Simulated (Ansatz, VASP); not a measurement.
# P in VASP and in Ansatz

```
P
1.0
     3.48143    0.00000    0.00000
     0.00000   36.96723    0.00000
     0.00000    0.00000    4.43691
P
4
Direct
  0.00000 0.96969 0.58262
  0.00000 0.03031 0.41738
  0.50000 0.03031 0.08262
  0.50000 0.96969 0.91738
```

Change from the starting cell: strain +0.0600 x Voigt [1, 1, 0, 0, 0, 0], atoms carried along.

Alike in both runs: task single point; functional PBEsol; k mesh 8 × 1 × 6; occupations gaussian, width 0.05 eV; no spin polarisation.

|  | VASP | Ansatz |
| --- | --- | --- |
| version | VASP 6.6.1 | Ansatz 0.2.0 |
| potentials or method | VASP PAW PBE potentials, release 64 (P), cutoff 520 eV | scalar-relativistic, plane waves, PAW |
| valence electrons in the cell | 20 | 20 |

```csv
,VASP,Ansatz,Ansatz less VASP
gap on the k mesh at the Fermi level (eV),0.50,0.48,-0.015
least direct gap on the mesh (eV),0.50,0.48,-0.015
rms of the force components (eV/Å),0.524,0.516,-0.0080
```

VASP's potentials were made for PBE, not for PBEsol. Atom by atom the forces differ by 0.011 eV/Å (rms over components). The functional is the same, so the differences come from potentials, cutoffs and numerics.
